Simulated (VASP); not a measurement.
# Ir (P6_3/mmc) in VASP: a series of runs, part 2 of 3

VASP 6.6.1. The steps go on from the part before.

### 3 Electric field gradients, PBE (13.70 Å³/atom)

This run uses another cell than the first one, of 13.70 Å³/atom.

INCAR reads:

```
ALGO = Normal
EDIFF = 1E-8
ENCUT = 520
GGA = PE
ISIF = 2
ISMEAR = -1
LASPH = True
LCHARG = False
LEFG = True
LREAL = False
LWAVE = False
NBANDS = 16
NELM = 80
PREC = Accurate
SIGMA = 0.03
```

KPOINTS reads:

```
k-points
0
Gamma
  15 15 8
```

POSCAR reads:

```
Ir
1.0
    2.6929325016      0.0000000000      0.0000000000
   -1.3464662508      2.3321479570      0.0000000000
    0.0000000000      0.0000000000      4.3615589678
Ir
2
Direct
    0.3333333333      0.6666666667      0.2500000000
    0.6666666667      0.3333333333      0.7500000000
```

Potentials or basis: VASP PAW PBE potentials, release 64 (Ir).

The run is started by

```sh
$ cat potpaw_PBE.64/Ir/POTCAR > POTCAR
$ mpirun -np 1 vasp_std > vasp.out
```

OUTCAR:

```text
EDIFF = 1E-8
   ENCUT = 520
   GGA = PE
   ISIF = 2
   ISMEAR = -1
   LASPH = True
   LREAL = False
   NELM = 80
   PREC = Accurate

 ion  position               nearest neighbor table
   1  0.333  0.667  0.250-   2 2.68   2 2.68   2 2.68   2 2.68   2 2.68   2 2.68
   2  0.667  0.333  0.750-   1 2.68   1 2.68   1 2.68   1 2.68   1 2.68   1 2.68

  LATTYP: Found a hexagonal cell.
 ALAT       =     2.6929325016
 C/A-ratio  =     1.6196317454

  Lattice vectors:

 A1 = (   2.6929325016,   0.0000000000,   0.0000000000)
 A2 = (  -1.3464662508,   2.3321479570,   0.0000000000)
 A3 = (   0.0000000000,   0.0000000000,   4.3615589678)

Analysis of symmetry for initial positions (statically):
=====================================================================
 Subroutine PRICEL returns:
 Original cell was already a primitive cell.

 Routine SETGRP: Setting up the symmetry group for a
 hexagonal supercell.

 Subroutine GETGRP returns: Found 24 space group operations
 (whereof 12 operations were pure point group operations)
 out of a pool of 24 trial point group operations.

The static configuration has the point symmetry D_3d.
 The point group associated with its full space group is D_6h.

Analysis of symmetry for dynamics (positions and initial velocities):
=====================================================================
 Subroutine PRICEL returns:
 Original cell was already a primitive cell.

 Routine SETGRP: Setting up the symmetry group for a
 hexagonal supercell.

 Subroutine GETGRP returns: Found 24 space group operations
 (whereof 12 operations were pure point group operations)
 out of a pool of 24 trial point group operations.

The dynamic configuration has the point symmetry D_3d.
 The point group associated with its full space group is D_6h.

 Subroutine INISYM returns: Found 24 space group operations
 (whereof 12 operations are pure point group operations),
 and found     1 'primitive' translations

----------------------------------------------------------------------------------------

                                     Primitive cell

  volume of cell :      27.3920

  direct lattice vectors                    reciprocal lattice vectors
     2.692932502  0.000000000  0.000000000     0.371342393  0.214394631  0.000000000
    -1.346466251  2.332147957  0.000000000     0.000000000  0.428789261  0.000000000
     0.000000000  0.000000000  4.361558968     0.000000000  0.000000000  0.229275818

  length of vectors
     2.692932502  2.692932502  4.361558968     0.428789261  0.428789261  0.229275818

  position of ions in fractional coordinates (direct lattice)
     0.333333333  0.666666667  0.250000000
     0.666666667  0.333333333  0.750000000

  ion indices of the primitive-cell ions
   primitive index   ion index
                 1           1
                 2           2

----------------------------------------------------------------------------------------

 KPOINTS: k-points

Automatic generation of k-mesh.
 Grid dimensions read from file:
 generate k-points for:   15   15    8

 Generating k-lattice:
[... 66 lines left out ...]
   IBRION =     -1    ionic relax: 0-MD 1-quasi-New 2-CG
   NFREE  =      0    steps in history (QN), initial steepest desc. (CG)
   ISIF   =      2    stress and relaxation
   ISYM   =      2    0-nonsym 1-usesym 2-fastsym
   POTIM  = 0.5000    time-step for ionic-motion
   TEBEG  =    0.0;   TEEND  =   0.0 temperature during run
   PSTRESS=    0.0 pullay stress
   NELECT =      18.0000    total number of electrons
   NUPDOWN=      -1.0000    fix difference up-down
   EMIN   =  10.00;   EMAX   =-10.00  energy-range for DOS
   EFERMI =   0.00;   METHOD = LEGACY
   ISMEAR =    -1;   SIGMA  =   0.03  broadening in eV -4-tet -1-fermi 0-gaus
   EFERMI_NEDOS =   21; number of points for ismear=-14 and -15
   IALGO  =     38    algorithm
   IMIX   =      4    mixing-type and parameters
     AMIX     =   0.40;   BMIX     =  1.00
     AMIX_MAG =   1.60;   BMIX_MAG =  1.00
  volume/ion in A,a.u.               =      13.70        92.43
  Fermi-wavevector in a.u.,A,eV,Ry     =   1.423283  2.689615 27.561787  2.025734
  Thomas-Fermi vector in A             =   2.543897
   LORBIT       =      0    0 simple, 1 ext, 2 COOP (PROOUT), +10 PAW based schemes
   GGA     = PE    functional components
   LHFCALC =     F    Hartree Fock is set to
   AEXX    =    0.0000 exact exchange contribution
   IVDW    =     0    specifies the selected vdW correction
   LEPSILON=     F    determine dielectric tensor
   LRPA    =     F    only Hartree local field effects (RPA)
 non-spin polarized calculation
  energy-cutoff  :      520.00
  volume of cell :       27.39
 maximum number of plane-waves:       764
 NGX is ok and might be reduce to    20
   NGX =  9   NGY =  9   NGZ = 17

 number of electron      18.0000000 magnetization

 Free energy of the ion-electron system (eV)
  ---------------------------------------------------
  ext. energy  EPLUGINS =         0.00000000
  ---------------------------------------------------
  free energy    TOTEN  =       -17.42386269 eV

  energy without entropy =      -17.41585691  energy(sigma->0) =      -17.41985980

 E-fermi :  11.1132     XC(G=0): -14.1819

 val. band max:       11.1129193218   @ k =   0.2000   0.0667   0.3750
 cond. band min:      11.1134715316   @ k =   0.3333   0.1333   0.3750
 fundamental gap:      0.0005522097
 Fermi energy:        11.1131505812

 k-point     1 :       0.0000    0.0000    0.0000
  band No.  band energies     occupation
      1      -0.4945      2.00000
      2       2.5514      2.00000
      3       6.9576      2.00000
      4       7.0478      2.00000
      5       7.0478      2.00000
      6       7.7501      2.00000
[... 433 lines left out ...]
      3       4.2897      2.00000
      4       6.3779      2.00000
      5       6.4908      2.00000
      6       7.0641      2.00000
[... 8 lines left out ...]
     15      23.6383      0.00000
     16      24.6262      0.00000

 [... further k-points ...]
[... 5 lines left out ...]
  --------------------------------------------------------------------------------------
  -------------------------------------------------------------------------------------
  Total        4.3306075      4.3306075      4.4179874      0.0000000     -0.0000000      0.0000000
  in kB      253.3005271    253.3005271    258.4114396      0.0000000     -0.0000000      0.0000000
  external PRESSURE =     255.0041646 kB  Pullay stress =       0.0000000 kB

 VOLUME and BASIS-vectors are now :
 -----------------------------------------------------------------------------
  energy-cutoff  :      520.00
  volume of cell :       27.39
      direct lattice vectors                 reciprocal lattice vectors
     2.692932502  0.000000000  0.000000000     0.371342393  0.214394631  0.000000000
    -1.346466251  2.332147957  0.000000000     0.000000000  0.428789261  0.000000000
     0.000000000  0.000000000  4.361558968     0.000000000  0.000000000  0.229275818

 POSITION                                       TOTAL-FORCE (eV/Angst)
 -----------------------------------------------------------------------------------
     -0.00000      1.55477      1.09039         0.000000     -0.000000      0.000000
      1.34647      0.77738      3.27117        -0.000000      0.000000      0.000000
 -----------------------------------------------------------------------------------
    total drift:                               -0.000000      0.000000     -0.000000

  FREE ENERGIE OF THE ION-ELECTRON SYSTEM (eV)
  ---------------------------------------------------
  free  energy   TOTEN  =       -17.4238626931 eV

  energy  without entropy=      -17.4158569057  energy(sigma->0) =      -17.41985980

 Electric field gradients (V/A^2)
---------------------------------------------------------------------
 ion       V_xx      V_yy      V_zz      V_xy      V_xz      V_yz
---------------------------------------------------------------------
   1      -2.879    -2.879     5.758    -0.000     0.000    -0.000
   2      -2.879    -2.879     5.758    -0.000    -0.000     0.000
---------------------------------------------------------------------

 Electric field gradients after diagonalization (V/A^2)
 (convention: |V_zz| > |V_xx| > |V_yy|)
----------------------------------------------------------------------
 ion       V_xx      V_yy      V_zz     asymmetry (V_yy - V_xx)/ V_zz
----------------------------------------------------------------------
   1      -2.879    -2.878     5.758       0.000
   2      -2.879    -2.878     5.758       0.000
----------------------------------------------------------------------

           NMR quadrupolar parameters

 Cq : quadrupolar parameter    Cq=e*Q*V_zz/h
 eta: asymmetry parameters     (V_yy - V_xx)/ V_zz
 Q  : nuclear electric quadrupole moment in mb (millibarn)
----------------------------------------------------------------------
 ion       Cq(MHz)       eta       Q (mb)
----------------------------------------------------------------------
   1       0.014       0.000       1.000
   2       0.014       0.000       1.000
----------------------------------------------------------------------
```

OSZICAR:

```text
N       E                     dE             d eps       ncg     rms          rms(c)
DAV:   1     0.144481602787E+03    0.14448E+03   -0.85649E+03  4320   0.114E+03
DAV:   2    -0.147911976592E+02   -0.15927E+03   -0.14332E+03  4328   0.309E+02
DAV:   3    -0.184318221256E+02   -0.36406E+01   -0.35960E+01  6000   0.561E+01
DAV:   4    -0.184714972180E+02   -0.39675E-01   -0.39668E-01  4808   0.493E+00
DAV:   5    -0.184726228760E+02   -0.11257E-02   -0.11256E-02  6048   0.870E-01    0.242E+01
DAV:   6    -0.176221646401E+02    0.85046E+00   -0.96066E-01  5504   0.129E+01    0.104E+01
DAV:   7    -0.174362440092E+02    0.18592E+00   -0.36699E-01  5808   0.757E+00    0.200E+00
DAV:   8    -0.174260125222E+02    0.10231E-01   -0.72685E-03  4944   0.840E-01    0.638E-01
DAV:   9    -0.174238497493E+02    0.21628E-02   -0.32548E-03  5864   0.732E-01    0.206E-02
DAV:  10    -0.174238582956E+02   -0.85463E-05   -0.20328E-05  5712   0.372E-02    0.148E-02
DAV:  11    -0.174238628074E+02   -0.45118E-05   -0.26042E-06  5792   0.138E-02    0.152E-03
DAV:  12    -0.174238626967E+02    0.11066E-06   -0.11406E-07  5704   0.251E-03    0.108E-03
DAV:  13    -0.174238626585E+02    0.38245E-07   -0.27448E-09  4096   0.556E-04    0.503E-04
DAV:  14    -0.174238627028E+02   -0.44252E-07   -0.94517E-10  3520   0.351E-04    0.757E-05
DAV:  15    -0.174238626931E+02    0.96686E-08   -0.17196E-10  2912   0.155E-04
   1 F= -.17423863E+02 E0= -.17419860E+02  d E =-.800579E-02
```

stdout:

```text
POSCAR found type information on POSCAR Ir
 POSCAR found :  1 types and       2 ions
 scaLAPACK will be used
 LDA part: xc-table for (Slater+PW92), standard interpolation
 POSCAR, INCAR and KPOINTS ok, starting setup
 FFT: planning ... GRIDC
 FFT: planning ... GRID_SOFT
 FFT: planning ... GRID
 WAVECAR not read
 entering main loop
ion   1

ion   2
```

Wall time 72 s (1 thread of Intel Xeon 8259CL, shared host); peak memory 0.18 GiB.

Results:

- Free energy: -17.4239 eV
- Pressure: 25.5 GPa
- Band gap on the k mesh: zero (bands 9 and 10 overlap by 3.48 eV)
- Largest electric field gradient by atom: Ir +5.8 V/Å²

Stress tensor (GPa, compression positive):
```
25.33  0.00  0.00
 0.00 25.33  0.00
 0.00  0.00 25.84
```

Electric field gradients, principal values (V/Å²):
| atom | least | middle | greatest (by size) |
| --- | --- | --- | --- |
| 1 Ir | -2.878 | -2.879 | 5.758 |
| 2 Ir | -2.878 | -2.879 | 5.758 |

Caveat: the cell stands under pressure; without QUAD_EFG the Cq values of the log hold for a quadrupole moment of 1 mb, not for the nuclei; spin-orbit coupling is left out, which moves the levels of the heavy elements.

(Part 2 of 3 ends here.)
